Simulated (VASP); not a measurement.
Write the native input for VASP 6.6.1 that does the following.

```
Task                   : single point
Functional             : PBE
Potentials or basis    : VASP PAW PBE potentials, release 64 (Ca_sv, Se)
Cutoff                 : 520 eV
k mesh                 : 8 × 8 × 1
Occupations            : gaussian, width 0.02 eV
Spin                   : no spin polarisation
Dipole correction      : yes
Further INCAR settings : ALGO = Normal; EDIFF = 1e-06; NBANDS = 15
```

The structure of CaSe lies in POSCAR:

```
CaSe
1.0
    4.0311888598      0.0000000000      0.0000000000
    0.0000000000      4.0311888598      0.0000000000
    0.0000000000      0.0000000000     23.8000000000
Ca Se
1 1
Direct
    0.5000000000      0.5000000000      0.2941176471
    0.0000000000      0.0000000000      0.2941176471
```

The input as run:

INCAR

```
ALGO = Normal ; DIPOL = 0.5 0.5 0.294
EDIFF = 1E-6 ; ENCUT = 520
GGA = PE ; IDIPOL = 3
ISIF = 2 ; ISMEAR = 0
LASPH = T ; LCHARG = F
LDIPOL = T ; LREAL = F
LWAVE = F ; NBANDS = 15
NELM = 100 ; PREC = Accurate
SIGMA = 0.02
```

KPOINTS

```
k-points
0
Gamma
  8 8 1
```

Potentials or basis: VASP PAW PBE potentials, release 64 (Ca_sv, Se).

Launch:

```console
$ cat potpaw_PBE.64/Ca_sv/POTCAR potpaw_PBE.64/Se/POTCAR > POTCAR
$ mpirun -np 1 vasp_std > vasp.out
```

It gave:

```
Band gap on the k mesh : 2.49 eV, direct
```

Run time: 120 s on 1 thread of Intel(R) Xeon(R) Platinum 8259CL CPU @ 2.50GHz (Skylake/Cascade Lake) (shared host), peak memory 0.42 GiB.
